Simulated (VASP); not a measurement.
The system is LiBr.

```xyz
2
Lattice="0.0000 2.7554 2.7554 2.7554 0.0000 2.7554 2.7554 2.7554 0.0000" Properties=species:S:1:pos:R:3 pbc="T T T"
Li    0.0000    0.0000    0.0000
Br    2.7554    2.7554    2.7554
```

| Quantity | Value |
| --- | --- |
| Program | VASP 6.6.1 |
| Task | relaxation of cell and atoms |
| Functional | LDA |
| Potentials or basis | VASP PAW LDA potentials, release 64 (Li_sv, Br) |
| Cutoff | 750 eV |
| k mesh | 8 × 8 × 8 |
| Occupations | fermi-dirac, width 0.02 eV |
| Spin | no spin polarisation |

At the start: pressure -2.9 GPa; volume 20.92 Å³/atom.

Problem. How do energy, volume and symmetry change on relaxing?

Solution. Over 4 steps the energy falls by 22.3 meV/atom and the volume is 18.71 Å³/atom (-10.6 %); space group Fm-3m (No. 225, to 0.05 Å).

The path:
```csv
step,energy change (eV),largest force (eV/Å),pressure (GPa),volume (Å³)
1,0.0000,0.0000,-2.93,41.84
2,-0.0330,0.0000,-1.65,39.57
3,-0.0444,0.0000,-0.18,37.63
4,-0.0445,0.0000,0.02,37.41
```

Final structure:
```yaml
crystal:
  lattice:
    - [0.00000, 2.65459, 2.65459]
    - [2.65459, 0.00000, 2.65459]
    - [2.65459, 2.65459, 0.00000]
  atoms:
    - { symbol: Li, position: [0.00000, 0.00000, 0.00000] }
    - { symbol: Br, position: [0.50000, 0.50000, 0.50000] }
```

Caveat: the volume moved by -11 % from the deposited cell, more than functionals usually miss.
